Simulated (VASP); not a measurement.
## MgS: single point with r2SCAN

MgS:

```
Mg S
1.0
     0.00000    2.70572    2.70572
     2.70572    0.00000    2.70572
     2.70572    2.70572    0.00000
Mg S
1 1
Direct
  0.00000 0.00000 0.00000
  0.50000 0.50000 0.50000
```

This cell differs from its parent crystal: strain +0.040 along x and y, +0.040 along z.

```json
{
 "Program": "VASP 6.6.1",
 "Task": "single point",
 "Functional": "r2SCAN",
 "Potentials or basis": "VASP PAW PBE potentials, release 64 (Mg, S)",
 "Cutoff": "520 eV",
 "k mesh": "8 × 8 × 8",
 "Occupations": "gaussian, width 0.05 eV",
 "Spin": "no spin polarisation",
 "Dipole correction": "no",
 "Further INCAR settings": "ALGO = Normal; EDIFF = 1e-06; NBANDS = 11"
}
```

```
Pressure               : -7.8 GPa
Band gap on the k mesh : 3.17 eV, indirect (least direct gap 3.69 eV)
```

Levels at points of the mesh, in eV from the valence-band top:
| k point | band 2 | band 3 | band 4 | band 5 | band 6 | band 7 |
| --- | --- | --- | --- | --- | --- | --- |
| (0.00, 0.00, 0.00) | 0.00 | 0.00 | 0.00 | 3.69 | 8.58 | 8.58 |
| (0.50, 0.00, 0.00) | -4.28 | -0.49 | -0.49 | 5.02 | 7.34 | 7.34 |
| (0.50, 0.50, 0.00) | -3.68 | -1.48 | -1.48 | 3.17 | 5.24 | 11.95 |

Run time: 50 s on 1 thread of AMD EPYC 7R43 64-Core Processor (Zen 3), on a shared host, peak memory 0.13 GiB.

Caveat: the cell differs from its parent crystal (strain +0.040 along x and y, +0.040 along z); the PAW data sets were made with another functional, which shifts forces and pressure a little. A k mesh can miss the band edges.
